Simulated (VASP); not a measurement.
Input of a VASP 6.6.1 run:

The input POSCAR:

```
Sn
1.0
   -1.8847274287      1.8847274287      1.8847274287
    1.8847274287     -1.8847274287      1.8847274287
    1.8847274287      1.8847274287     -1.8847274287
Sn
1
Direct
    0.0000000000      0.0000000000      0.0000000000
```

The input INCAR.step1:

```
SYSTEM = Sn
  PREC = Accurate
  ENCUT = 520
  ISMEAR = 1
  SIGMA = 0.1
  LREAL = .FALSE.
  LASPH = .TRUE.
  NELM = 100
  NBANDS = 13
  GGA = PE
  ALGO = Normal
  EDIFF = 1E-4
  LWAVE = .TRUE.
  LCHARG = .FALSE.
```

The input INCAR.step2:

```
SYSTEM = Sn
  PREC = Accurate
  ENCUT = 520
  EDIFF = 1E-6
  ISMEAR = 1
  SIGMA = 0.1
  LREAL = .FALSE.
  LASPH = .TRUE.
  NELM = 100
  ALGO = Normal
  ISIF = 2
  LWAVE = .FALSE.
  LCHARG = .FALSE.
  METAGGA = R2SCAN
  LMIXTAU = .TRUE.
  NBANDS = 13
  ISTART = 1
```

The input KPOINTS:

```
Automatic mesh
0
G
  12 12 12
  0 0 0
```

Potentials or basis: VASP PAW PBE potentials, release 64 (Sn_d).

Command:

```console
$ cat potpaw_PBE.64/Sn_d/POTCAR > POTCAR
$ cp INCAR.step1 INCAR
$ mpirun -np 1 vasp_std > vasp.out
$ cp INCAR.step2 INCAR
$ mpirun -np 1 vasp_std > vasp.out
```

Task: Estimate the pressure.

Result: 0.1 GPa.

Task: Predict the band gap on the k mesh.

Result: Zero (band 7 reaches 16.80 eV, above the bottom of band 8 at 5.55 eV).

Caveat: the PAW data sets were made with another functional, which shifts forces and pressure a little; spin-orbit coupling is left out, which moves the levels of the heavy elements.
